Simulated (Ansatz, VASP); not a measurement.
Two plane-wave programs on AlAs

The input POSCAR:

```
AlAs
1.0
    0.0000000000      2.8639562380      2.8639562380
    2.8639562380      0.0000000000      2.8639562380
    2.8639562380      2.8639562380      0.0000000000
Al As
1 1
Direct
    0.0000000000      0.0000000000      0.0000000000
    0.2500000000      0.2500000000      0.2500000000
```

Contents of INCAR.step1:

```
SYSTEM = AlAs
ALGO = Normal
EDIFF = 1E-5
ENCUT = 400
GGA = PE
GGA_COMPAT = .FALSE.
ISIF = 2
ISMEAR = 0
LASPH = .TRUE.
LREAL = .FALSE.
LWAVE = .TRUE.
NBANDS = 11
NELM = 120
PREC = Accurate
SIGMA = 0.01
```

INCAR.step2

```
SYSTEM = AlAs
ALGO = Normal
EDIFF = 1E-6
ENCUT = 400
GGA = PE
GGA_COMPAT = .FALSE.
HFSCREEN = 0.2079
ISIF = 2
ISMEAR = 0
ISTART = 1
LASPH = .TRUE.
LCHARG = .TRUE.
LELF = .TRUE.
LHFCALC = .TRUE.
LREAL = .FALSE.
LVHAR = .TRUE.
LWAVE = .FALSE.
NBANDS = 11
NELM = 120
PREC = Accurate
PRECFOCK = Normal
SIGMA = 0.01
```

The input KPOINTS:

```
k-points
0
G
  6 6 6
  0 0 0
```

Input for Ansatz:

```yaml
crystal:
  lattice:
    - [0.0, 2.863956238, 2.863956238]
    - [2.863956238, 0.0, 2.863956238]
    - [2.863956238, 2.863956238, 0.0]
  atoms:
    - { symbol: Al, position: [0.0, 0.0, 0.0] }
    - { symbol: As, position: [0.25, 0.25, 0.25] }
basis:
  ecutwfc: 420
kpoints:
  mp_grid: { grid: [6, 6, 6] }
  band_path:
    path:
      - [0.0, 0.0, 0.0]
      - [-0.5, -0.5, 0.0]
      - [-0.375, -0.375, 0.25]
      - [-0.375, 0.0, 0.375]
      - [0.0, 0.0, 0.5]
      - [-0.5, -0.25, 0.25]
    npoints: 1
hamiltonian:
  xc: hse06
  pseudopotentials: { kind: paw }
scf:
  occupations: { method: fixed }
  n_extra_bands: 4
output:
  forces: true
  stress: true
  eigenvalues: true
```

Alike in both runs: task single point; functional HSE06; k mesh 6 × 6 × 6; no spin polarisation.

|  | VASP | Ansatz |
| --- | --- | --- |
| version | VASP 6.6.1 | Ansatz 0.2.0 |
| potentials or method | VASP PAW PBE potentials, release 64 (Al, As), cutoff 400 eV | scalar-relativistic, plane waves, PAW |
| occupations | gaussian, width 0.01 eV | fixed |
| valence electrons in the cell | 8 | 18 |

Ansatz gave:

```
gap on the k mesh at the Fermi level (eV) : 2.13
least direct gap on the mesh (eV)         : 2.65
pressure (GPa)                            : -1.7
```

Which values does VASP return?

gap on the k mesh at the Fermi level (eV): 2.14; least direct gap on the mesh (eV): 2.62; pressure (GPa): -2.0.

VASP's potentials hold 8 valence electrons a cell and Ansatz's 18, so a difference there can come from the potentials and not from the codes. Ansatz's warnings: stress exchange threshold loose, stress scf threshold loose.
